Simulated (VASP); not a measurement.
# Te2Mo in VASP: further runs

Te2Mo is run at these levels: LDA; tasks: single point.

Program: VASP 6.6.1. These are calculated values, not measurements. Logs are shortened: lines on timing, memory, paths and dates and some standing lists are left out, and cuts for length are marked.

### 1 The cell of the first run

The cell holds a slab with vacuum, 6 atoms: a = 6.414 Å, b = 3.508 Å, c = 36.362 Å, α = 90.23°, β = 90.78°, γ = 90.33°.

### 2 Single point, LDA

Input file INCAR:

```
PREC     = Accurate       # precision mode
ENCUT    = 520            # plane-wave cutoff, eV
EDIFF    = 1E-6           # SCF threshold, eV
ISMEAR   = 0              # smearing method
SIGMA    = 0.1            # smearing width, eV
LREAL    = F              # projectors in reciprocal space
LASPH    = T              # aspherical terms in the spheres
NELM     = 100            # most SCF steps
ALGO     = Normal         # electronic algorithm
ISIF     = 2              # what is computed and relaxed
LWAVE    = F              # write WAVECAR
LCHARG   = F              # write CHGCAR
GGA      = CA             # functional
NBANDS   = 35             # bands
```

Input file KPOINTS:

```
regular mesh
0
Gamma
  4 6 1
```

Input file POSCAR:

```
Te2Mo
1.0
    6.4143704427     -0.0186196383     -0.0358583084
   -0.0101867069      3.5084654527     -0.0070031604
   -0.2903639945     -0.0725410642     36.3603977472
Te Mo
4 2
Direct
    0.0670931569      0.7479765908      0.4422447393
    0.9271031869      0.2538941248      0.5568765676
    0.5694957808      0.2409766332      0.4587659540
    0.4205919255      0.7642716440      0.5399472164
    0.8225949430      0.7498917581      0.5019147383
    0.1747521581      0.2741959830      0.4976890355
```

Potentials or basis: VASP PAW LDA potentials, release 64 (Te, Mo_sv).

Launch:

```console
$ cat potpaw_LDA.64/Te/POTCAR potpaw_LDA.64/Mo_sv/POTCAR > POTCAR
$ mpirun -np 1 vasp_std > vasp.out
```

OUTCAR:

```text
PREC = Accurate
   ENCUT = 520
   EDIFF = 1E-6
   ISMEAR = 0
   LREAL = F
   LASPH = T
   NELM = 100
   ISIF = 2
   GGA = CA

 ion  position               nearest neighbor table
   1  0.067  0.748  0.442-   5 2.69   6 2.70   6 2.80
   2  0.927  0.254  0.557-   6 2.69   5 2.73   5 2.74   4 3.67
   3  0.569  0.241  0.459-   5 2.84   5 2.86   6 2.92   4 3.54   4 3.61
   4  0.421  0.764  0.540-   6 2.77   6 2.84   5 2.94   3 3.54   3 3.61   2 3.67
   5  0.823  0.750  0.502-   1 2.69   2 2.73   2 2.74   6 2.82   3 2.84   3 2.86   6 2.91   4 2.94

   6  0.175  0.274  0.498-   2 2.69   1 2.70   4 2.77   1 2.80   5 2.82   4 2.84   5 2.91   3 2.92

  LATTYP: Found a triclinic cell.
 ALAT       =     6.4144976955
 B/A-ratio  =     5.7428133192
 C/A-ratio  =     0.5469621157
 COS(alpha) =     0.0049256353
 COS(beta)  =     0.0057949561
 COS(gamma) =     0.1607363788

  Lattice vectors:

 A1 = (   6.4143704427,  -0.0186196383,  -0.0358583084)
 A2 = (   6.1240064482,  -0.0911607025,  36.3245394388)
 A3 = (   0.0101867069,  -3.5084654527,   0.0070031604)

Analysis of symmetry for initial positions (statically):
=====================================================================
 Subroutine PRICEL returns:
 Original cell was already a primitive cell.

 Routine SETGRP: Setting up the symmetry group for a
 triclinic supercell.

 Subroutine GETGRP returns: Found  1 space group operations
 (whereof  1 operations were pure point group operations)
 out of a pool of  2 trial point group operations.

The static configuration has the point symmetry C_1 .

Analysis of symmetry for dynamics (positions and initial velocities):
=====================================================================
 Subroutine PRICEL returns:
 Original cell was already a primitive cell.

 Routine SETGRP: Setting up the symmetry group for a
 triclinic supercell.

 Subroutine GETGRP returns: Found  1 space group operations
 (whereof  1 operations were pure point group operations)
 out of a pool of  2 trial point group operations.

The dynamic configuration has the point symmetry C_1 .

 Subroutine INISYM returns: Found  1 space group operations
 (whereof  1 operations are pure point group operations),
 and found     1 'primitive' translations

----------------------------------------------------------------------------------------

                                     Primitive cell

  volume of cell :     818.2294

  direct lattice vectors                    reciprocal lattice vectors
     6.414370443 -0.018619638 -0.035858308     0.155908232  0.000455161  0.001245948
    -0.010186707  3.508465453 -0.007003160     0.000830597  0.285028456  0.000575281
    -0.290363994 -0.072541064 36.360397747     0.000153915  0.000055347  0.027503789

  length of vectors
     6.414497695  3.508487230 36.361629471     0.155913874  0.285030246  0.027504275

  position of ions in fractional coordinates (direct lattice)
     0.067093157  0.747976591  0.442244739
     0.927103187  0.253894125  0.556876568
     0.569495781  0.240976633  0.458765954
     0.420591925  0.764271644  0.539947216
     0.822594943  0.749891758  0.501914738
     0.174752158  0.274195983  0.497689036

  ion indices of the primitive-cell ions
   primitive index   ion index
                 1           1
                 2           2
                 3           3
                 4           4
                 5           5
                 6           6

----------------------------------------------------------------------------------------

 KPOINTS: regular mesh

Automatic generation of k-mesh.
 Grid dimensions read from file:
 generate k-points for:    4    6    1

 Generating k-lattice:

  Cartesian coordinates                     Fractional coordinates (reciprocal lattice)
     0.038977058  0.000113790  0.000311487     0.250000000 -0.000000000  0.000000000
     0.000138433  0.047504743  0.000095880    -0.000000000  0.166666667  0.000000000
     0.000153915  0.000055347  0.027503789     0.000000000  0.000000000  1.000000000

  Length of vectors
     0.038978469  0.047505041  0.027504275

  Shift w.r.t. Gamma in fractional coordinates (k-lattice)
     0.000000000  0.000000000  0.000000000

 Subroutine IBZKPT returns following result:
 ===========================================

 Found     14 irreducible k-points:

 Following reciprocal coordinates:
            Coordinates               Weight
  0.000000  0.000000  0.000000      1.000000
  0.250000  0.000000  0.000000      2.000000
  0.500000  0.000000  0.000000      1.000000
  0.000000  0.166667  0.000000      2.000000
  0.250000  0.166667  0.000000      2.000000
  0.500000  0.166667  0.000000      2.000000
 -0.250000  0.166667  0.000000      2.000000
  0.000000  0.333333  0.000000      2.000000
  0.250000  0.333333  0.000000      2.000000
  0.500000  0.333333  0.000000      2.000000
 -0.250000  0.333333  0.000000      2.000000
  0.000000  0.500000  0.000000      1.000000
  0.250000  0.500000  0.000000      2.000000
  0.500000  0.500000 -0.000000      1.000000
   k-points           NKPTS =     14   k-points in BZ     NKDIM =     14   number of bands    NBANDS=     35
   number of dos      NEDOS =    301   number of ions     NIONS =      6
   total plane-waves  NPLWV = 362880
   dimension x,y,z NGX =    48 NGY =   28 NGZ =  270
   dimension x,y,z NGXF=    96 NGYF=   56 NGZF=  540
   ions per type =               4   2
   NGX,Y,Z   is equivalent  to a cutoff of  12.44, 13.27, 12.34 a.u.
   NGXF,Y,Z  is equivalent  to a cutoff of  24.88, 26.54, 24.69 a.u.
 SYSTEM =  unknown system
   PREC   = accura    normal or accurate (medium, high low for compatibility)
   ISTART =      0    job   : 0-new  1-cont  2-samecut
   ICHARG =      2    charge: 1-file 2-atom 10-const
   ISPIN  =      1    spin polarized calculation?
   LNONCOLLINEAR =      F non collinear calculations
   LSORBIT =      F    spin-orbit coupling
   LASPH  =      T    aspherical Exc in radial PAW
   ENCUT  =  520.0 eV  38.22 Ry    6.18 a.u.  11.93  6.52 67.61*2*pi/ulx,y,z
   NELM   =    100;   NELMIN=  2; NELMDL= -5     # of ELM steps
   EDIFF  = 0.1E-05   stopping-criterion for ELM
   LREAL  =      F    real-space projection
   EDIFFG = 0.1E-04   stopping-criterion for IOM
   NSW    =      0    number of steps for IOM
   IBRION =     -1    ionic relax: 0-MD 1-quasi-New 2-CG
   NFREE  =      0    steps in history (QN), initial steepest desc. (CG)
   ISIF   =      2    stress and relaxation
   ISYM   =      2    0-nonsym 1-usesym 2-fastsym
   POTIM  = 0.5000    time-step for ionic-motion
   TEBEG  =    0.0;   TEEND  =   0.0 temperature during run
   PSTRESS=    0.0 pullay stress
   NELECT =      52.0000    total number of electrons
   NUPDOWN=      -1.0000    fix difference up-down
   EMIN   =  10.00;   EMAX   =-10.00  energy-range for DOS
   EFERMI =   0.00;   METHOD = LEGACY
   ISMEAR =     0;   SIGMA  =   0.10  broadening in eV -4-tet -1-fermi 0-gaus
   EFERMI_NEDOS =   21; number of points for ismear=-14 and -15
   IALGO  =     38    algorithm
   IMIX   =      4    mixing-type and parameters
     AMIX     =   0.40;   BMIX     =  1.00
     AMIX_MAG =   1.60;   BMIX_MAG =  1.00
  volume/ion in A,a.u.               =     136.37       920.28
  Fermi-wavevector in a.u.,A,eV,Ry     =   0.653307  1.234572  5.807111  0.426811
  Thomas-Fermi vector in A             =   1.723506
   LORBIT       =      0    0 simple, 1 ext, 2 COOP (PROOUT), +10 PAW based schemes
   GGA     = CA    functional components
   LHFCALC =     F    Hartree Fock is set to
   AEXX    =    0.0000 exact exchange contribution
   IVDW    =     0    specifies the selected vdW correction
   LEPSILON=     F    determine dielectric tensor
   LRPA    =     F    only Hartree local field effects (RPA)
 non-spin polarized calculation
 Gauss-broadening in eV      SIGMA  =   0.10
  energy-cutoff  :      520.00
  volume of cell :      818.23
 maximum number of plane-waves:     22113
   NGX = 23   NGY = 13   NGZ =135

 number of electron      52.0000001 magnetization

 Free energy of the ion-electron system (eV)
  ---------------------------------------------------
  ext. energy  EPLUGINS =         0.00000000
  ---------------------------------------------------
  free energy    TOTEN  =       -40.50572086 eV

  energy without entropy =      -40.49958664  energy(sigma->0) =      -40.50265375

 E-fermi :  -2.5090     XC(G=0):  -2.3361

 val. band max:       -2.6692534914   @ k =   0.0000   0.0000   0.0000
 cond. band min:      -2.5009430370   @ k =   0.0000   0.1667   0.0000
 fundamental gap:      0.1683104544
 Fermi energy:        -2.5089940817

 k-point     1 :       0.0000    0.0000    0.0000
  band No.  band energies     occupation
      1     -63.1969      2.00000
      2     -63.1294      2.00000
      3     -37.6347      2.00000
      4     -37.5690      2.00000
      5     -37.5080      2.00000
      6     -37.3854      2.00000
[... 27 lines left out ...]
     34       0.7365      0.00000
     35       1.5169      0.00000

 k-point     2 :       0.2500    0.0000    0.0000
  band No.  band energies     occupation
      1     -63.1969      2.00000
      2     -63.1295      2.00000
      3     -37.6322      2.00000
      4     -37.5686      2.00000
      5     -37.5081      2.00000
      6     -37.3857      2.00000
[... 27 lines left out ...]
     34       0.8684      0.00000
     35       1.7026      0.00000

 k-point     3 :       0.5000    0.0000    0.0000
  band No.  band energies     occupation
      1     -63.1968      2.00000
      2     -63.1296      2.00000
      3     -37.6297      2.00000
      4     -37.5681      2.00000
      5     -37.5083      2.00000
      6     -37.3860      2.00000
[... 27 lines left out ...]
     34       0.9752      0.00000
     35       2.0319      0.00000

 k-point     4 :       0.0000    0.1667    0.0000
  band No.  band energies     occupation
      1     -63.1913      2.00000
      2     -63.1325      2.00000
      3     -37.6408      2.00000
      4     -37.5993      2.00000
      5     -37.4963      2.00000
      6     -37.4113      2.00000
[... 27 lines left out ...]
     34       0.6674      0.00000
     35       1.9276      0.00000

 k-point     5 :       0.2500    0.1667    0.0000
  band No.  band energies     occupation
      1     -63.1913      2.00000
      2     -63.1326      2.00000
      3     -37.6402      2.00000
      4     -37.5986      2.00000
      5     -37.4963      2.00000
      6     -37.4116      2.00000
[... 258 lines left out ...]
 k-point    12 :       0.0000    0.5000    0.0000
  band No.  band energies     occupation
      1     -63.1647      2.00000
      2     -63.1515      2.00000
      3     -37.6888      2.00000
      4     -37.6684      2.00000
      5     -37.4567      2.00000
      6     -37.4521      2.00000
[... 27 lines left out ...]
     34       1.0816      0.00000
     35       2.8095      0.00000

 k-point    13 :       0.2500    0.5000    0.0000
  band No.  band energies     occupation
      1     -63.1647      2.00000
      2     -63.1515      2.00000
      3     -37.6900      2.00000
      4     -37.6697      2.00000
      5     -37.4563      2.00000
      6     -37.4519      2.00000
[... 27 lines left out ...]
     34       0.9440      0.00000
     35       2.3350      0.00000

 k-point    14 :       0.5000    0.5000   -0.0000
  band No.  band energies     occupation
      1     -63.1647      2.00000
      2     -63.1515      2.00000
      3     -37.6912      2.00000
      4     -37.6709      2.00000
      5     -37.4559      2.00000
      6     -37.4517      2.00000
[... 27 lines left out ...]
     34       0.8606      0.00000
     35       1.7851      0.00000

------------------------ aborting loop because EDIFF is reached ----------------------------------------

  FORCE on cell =-STRESS in cart. coord.  units (eV):
  Direction    XX          YY          ZZ          XY          YZ          ZX
  --------------------------------------------------------------------------------------
  -------------------------------------------------------------------------------------
  Total       -6.6504709     -6.9324568     -5.0870149      0.1087812     -0.8151224     -0.4169624
  in kB      -13.0223068    -13.5744643     -9.9608991      0.2130048     -1.5960937     -0.8164553
  external PRESSURE =     -12.1858901 kB  Pullay stress =       0.0000000 kB

 VOLUME and BASIS-vectors are now :
 -----------------------------------------------------------------------------
  energy-cutoff  :      520.00
  volume of cell :      818.23
      direct lattice vectors                 reciprocal lattice vectors
     6.414370443 -0.018619638 -0.035858308     0.155908232  0.000455161  0.001245948
    -0.010186707  3.508465453 -0.007003160     0.000830597  0.285028456  0.000575281
    -0.290363994 -0.072541064 36.360397747     0.000153915  0.000055347  0.027503789

 POSITION                                       TOTAL-FORCE (eV/Angst)
 -----------------------------------------------------------------------------------
      0.29433      2.59092     16.07255         0.265349      0.278524      0.921149
      5.78250      0.83312     20.21323        -0.274061      0.018609     -0.800731
      3.51729      0.80158     16.65880        -0.107278      0.206117      0.641409
      2.53327      2.63442     19.61226         0.391700     -0.024782     -0.433438
      5.12305      2.57924     18.21507        -0.541656      0.145496      0.565118
      0.97362      0.92265     18.08798         0.265946     -0.623964     -0.893507
 -----------------------------------------------------------------------------------
    total drift:                                0.000474     -0.000113      0.000433

  FREE ENERGIE OF THE ION-ELECTRON SYSTEM (eV)
  ---------------------------------------------------
  free  energy   TOTEN  =       -40.5057208591 eV

  energy  without entropy=      -40.4995866397  energy(sigma->0) =      -40.50265375
```

Wall time 10 min (1 thread of Intel Xeon Platinum 8259CL at 2.50GHz (Skylake/Cascade Lake), shared host); peak memory 0.75 GiB.

Results:

```
Free energy            : -40.5057 eV
Largest force          : 1.122 eV/Å
Band gap on the k mesh : zero (bands 26 and 27 overlap by 0.08 eV)
```

Forces in eV/Å, atoms in the order of the input:
```
Te   0.265  0.279  0.921
Te  -0.274  0.019 -0.801
Te  -0.107  0.206  0.641
Te   0.392 -0.025 -0.433
Mo  -0.542  0.145  0.565
Mo   0.266 -0.624 -0.894
```

Caveat: spin-orbit coupling is left out, which moves the levels of the heavy elements.

### 3 Single point, LDA

Input file INCAR:

```
SYSTEM = Te2Mo
PREC = Accurate ; ENCUT = 520
EDIFF = 1E-6 ; ISMEAR = 0
SIGMA = 0.1 ; LREAL = .False.
LASPH = .True. ; NELM = 80
ALGO = Normal ; ISIF = 2
LWAVE = .False. ; LCHARG = .True.
GGA = CA ; LELF = .True.
LVHAR = .True. ; NBANDS = 35
```

Input file KPOINTS:

```
Automatic mesh
0
Gamma
  4 4 1
  0 0 0
```

POSCAR is that of step 2.

Potentials or basis: VASP PAW LDA potentials, release 64 (Te, Mo_sv).

Launch:

```console
$ cat potpaw_LDA.64/Te/POTCAR potpaw_LDA.64/Mo_sv/POTCAR > POTCAR
$ mpirun -np 1 vasp_std > vasp.out
```

It took 7.3 min on 1 thread of Intel Xeon Platinum 8259CL at 2.50GHz (Skylake/Cascade Lake), shared host; peak memory 0.68 GiB.

Results (log left out):

```
Free energy            : -40.5145 eV
Largest force          : 1.154 eV/Å
Band gap on the k mesh : 0.06 eV (least direct gap 0.46 eV)
```

Forces on the atoms (eV/Å):
```
Te   0.243  0.284  0.892
Te  -0.254  0.026 -0.770
Te  -0.147  0.226  0.654
Te   0.421 -0.034 -0.445
Mo  -0.576  0.100  0.601
Mo   0.315 -0.602 -0.933
```

Levels at points of the mesh, in eV from the valence-band top:
```tsv
k point	band 24	band 25	band 26	band 27	band 28	band 29
(0.00, 0.00, 0.00)	-0.51	-0.25	0.00	0.60	0.90	1.53
(0.50, 0.00, 0.00)	-0.79	-0.74	-0.59	0.09	0.83	1.35
(0.00, 0.50, 0.00)	-1.66	-1.43	-1.36	0.98	1.09	1.33
(0.50, 0.50, 0.00)	-1.72	-0.88	-0.81	0.89	1.00	1.67
```

Caveat: the k points lie up to 0.45 Å⁻¹ apart; spin-orbit coupling is left out, which moves the levels of the heavy elements.
